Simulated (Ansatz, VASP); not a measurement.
## One calculation of KNaF2, two programs

```
K Na F
1.0
     1.78388    1.02993    5.90380
    -1.78388    1.02993    5.90380
     0.00000   -2.05985    5.90380
K Na F
1 1 2
Cartesian
  0.0000 0.0000 8.8557
  0.0000 0.0000 0.0000
  0.0000 0.0000 13.1067
  0.0000 0.0000 4.6048
```

Alike in both runs: task relaxation of cell and atoms; functional PBE; k mesh 9 × 9 × 9; no spin polarisation.

|  | VASP | Ansatz |
| --- | --- | --- |
| version | VASP 6.6.1 | Ansatz 0.2.0 |
| potentials or method | VASP PAW PBE potentials, release 64 (K_sv, Na_pv, F), cutoff 600 eV | scalar-relativistic, plane waves, PAW |
| occupations | gaussian, width 0.01 eV | fixed |
| valence electrons in the cell | 30 | 32 |

|  | VASP | Ansatz | Ansatz less VASP |
| --- | --- | --- | --- |
| gap on the k mesh at the Fermi level, each at its own relaxed structure (eV) | 5.93 | 5.93 | +0.004 |
| relaxed volume (Å³/atom) | 16.22 | 16.27 | +0.044 |
| relaxed length of the cell vector where the two differ most in proportion (Å) | 6.250 | 6.255 | +0.0043 |

VASP's potentials hold 30 valence electrons a cell and Ansatz's 32, so a difference there can come from the potentials and not from the codes.
